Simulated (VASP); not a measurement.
Set up this calculation in VASP 6.6.1, as the native input.

* Task: single point
* Functional: PBE
* Potentials or basis: VASP PAW PBE potentials, release 64 (In_d, O)
* Cutoff: 520 eV
* k mesh: 9 × 9 × 1
* Occupations: fermi-dirac, width 0.05 eV
* Spin: no spin polarisation
* Dipole correction: no
* Further INCAR settings: ALGO = Normal; EDIFF = 1e-06; NBANDS = 16

The structure of InO lies in POSCAR:

```
InO
1.0
    3.5514100000      0.0000000000      0.0000000000
   -1.7757000000      3.0756100000      0.0000000000
    0.0000000000      0.0000000000     25.9136200000
In O
1 1
Direct
    0.0000000000      0.0000000000      0.3201900000
    0.6666700000      0.3333300000      0.2972500000
```

The input as run:

INCAR

```
SYSTEM = InO
ALGO = Normal
EDIFF = 1E-6
ENCUT = 520
GGA = PE
ISIF = 2
ISMEAR = -1
LASPH = .TRUE.
LCHARG = .FALSE.
LREAL = .FALSE.
LWAVE = .FALSE.
NBANDS = 16
NELM = 60
PREC = Accurate
SIGMA = 0.05
```

KPOINTS

```
k-points
0
G
  9 9 1
  0 0 0
```

Potentials or basis: VASP PAW PBE potentials, release 64 (In_d, O).

Command:

```bash
$ cat potpaw_PBE.64/In_d/POTCAR potpaw_PBE.64/O/POTCAR > POTCAR
$ mpirun -np 1 vasp_std > vasp.out
```

It gave:

| Item | Value |
| --- | --- |
| Largest force | 0.040 eV/Å |

Caveat: an odd number of electrons without spin polarisation forces a metal; a magnetic or distorted state may lie lower.

Run time: 5.2 min on 1 thread of AMD EPYC 7R13, on a shared host, peak memory 0.43 GiB.
